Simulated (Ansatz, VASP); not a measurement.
**Na in VASP and in Ansatz**

The input INCAR:

```
SYSTEM = Na
  PREC = Accurate
  ENCUT = 500
  EDIFF = 1E-6
  ISMEAR = 0
  SIGMA = 0.1
  LREAL = .FALSE.
  LASPH = .TRUE.
  NELM = 120
  ALGO = Normal
  ISIF = 2
  LWAVE = .FALSE.
  LCHARG = .FALSE.
  GGA = PE
  NBANDS = 10
  GGA_COMPAT = .FALSE.
```

File KPOINTS:

```
regular mesh
0
G
  2 2 2
  0 0 0
```

Contents of POSCAR:

```
Na
1.0
   -2.1040267987      2.1040267987      2.1040267987
    2.1040267987     -2.1040267987      2.1040267987
    2.1040267987      2.1040267987     -2.1040267987
Na
1
Direct
    0.9420000000      0.1510000000      0.6240000000
```

Input for Ansatz:

```yaml
crystal:
  lattice:
    - [-2.1040267987, 2.1040267987, 2.1040267987]
    - [2.1040267987, -2.1040267987, 2.1040267987]
    - [2.1040267987, 2.1040267987, -2.1040267987]
  atoms:
    - { symbol: Na, position: [0.942, 0.151, 0.624] }
basis:
  ecutwfc: 420
kpoints:
  mp_grid: { grid: [2, 2, 2] }
hamiltonian:
  xc: pbe
scf:
  occupations: { method: gaussian, width: 0.1 }
  max_iter: 81
output:
  forces: true
  stress: true
  eigenvalues: true
```

Alike in both runs: task single point; functional PBE; k mesh 2 × 2 × 2; occupations gaussian, width 0.1 eV; no spin polarisation.

```csv
,VASP,Ansatz
version,VASP 6.6.1,Ansatz 0.2.0
potentials or method,"VASP PAW PBE potentials, release 64 (Na_pv), cutoff 500 eV","scalar-relativistic, plane waves, PAW"
valence electrons in the cell,7,9
```

|  | VASP | Ansatz | Ansatz less VASP |
| --- | --- | --- | --- |
| gap on the k mesh at the Fermi level (eV) | none | none | - |
| pressure (GPa) | 1.8 | 1.8 | 0.00 |

A gap of «none» marks a metal or a gap that the smearing closes. With one functional, cell and mesh, what is left measures potentials, basis and numerics. VASP's potentials hold 7 valence electrons a cell and Ansatz's 9, so a difference there can come from the potentials and not from the codes.

The k mesh is coarse, so the values compare programs but aren't converged.
